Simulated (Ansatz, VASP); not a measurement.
## Two plane-wave programs on NiO2

```
Ni O
1.0
     2.86300    0.00000    0.00000
    -1.43150    2.47943    0.00000
     0.00000    0.00000    4.61511
Ni O
1 2
Direct
  0.00000 0.00000 0.50000
  0.66667 0.33333 0.69121
  0.33333 0.66667 0.30879
```

Alike in both runs: task single point; functional PBEsol; k mesh 12 × 12 × 6; occupations gaussian, width 0.05 eV; no spin polarisation.

|  | VASP | Ansatz |
| --- | --- | --- |
| version | VASP 6.6.1 | Ansatz 0.2.0 |
| potentials or method | VASP PAW PBE potentials, release 64 (Ni_sv_GW, O), cutoff 700 eV | scalar-relativistic, plane waves, PAW |
| valence electrons in the cell | 30 | 30 |

Ansatz gave:

- gap on the k mesh at the Fermi level (eV): 0.87
- least direct gap on the mesh (eV): 1.19
- pressure (GPa): -4.9
- traceless stress, the component that is largest in VASP (GPa): 7.26
- rms of the force components (eV/Å): 0.124

Question: What did VASP give for the same quantities?

Answer: gap on the k mesh at the Fermi level (eV): 0.86; least direct gap on the mesh (eV): 1.19; pressure (GPa): -4.6; traceless stress, the component that is largest in VASP (GPa): 6.84; rms of the force components (eV/Å): 0.137.

VASP's potentials were made for PBE, not for PBEsol. Atom by atom the forces differ by 0.013 eV/Å (rms over components). The functional is the same, so the differences come from potentials, cutoffs and numerics.
